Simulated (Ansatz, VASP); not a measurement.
# One calculation of HfH2, two programs

```xyz
3
Lattice="-1.7325 1.7325 2.1536 1.7325 -1.7325 2.1536 1.7325 1.7325 -2.1536" Properties=species:S:1:pos:R:3 pbc="T T T"
Hf    0.0000    0.0000    0.0000
H     0.0000    1.7325    1.0768
H     1.7325    0.0000    1.0768
```

Alike in both runs: functional r2SCAN; k mesh 16 × 16 × 16; occupations gaussian, width 0.1 eV; no spin polarisation.

Ansatz relaxed the structure, and its values are those at the end. VASP's run is a single point on that final structure, the one shown.

|  | VASP | Ansatz |
| --- | --- | --- |
| version | VASP 6.6.1 | Ansatz 0.2.0 |
| potentials or method | VASP PAW PBE potentials, release 64 (Hf_pv, H), cutoff 520 eV | scalar-relativistic, plane waves, PAW |
| valence electrons in the cell | 12 | 28 |

```tsv
	VASP	Ansatz	Ansatz less VASP
gap on the k mesh at the Fermi level (eV)	none	none	-
pressure (GPa)	-1.1	0.0	+1.06
```

VASP's potentials were made for PBE, not for r2SCAN. A gap of «none» marks a metal or a gap that the smearing closes. The functional is the same, so the differences come from potentials, cutoffs and numerics. VASP's potentials hold 12 valence electrons a cell and Ansatz's 28, so a difference there can come from the potentials and not from the codes.

Spin-orbit coupling is off throughout.
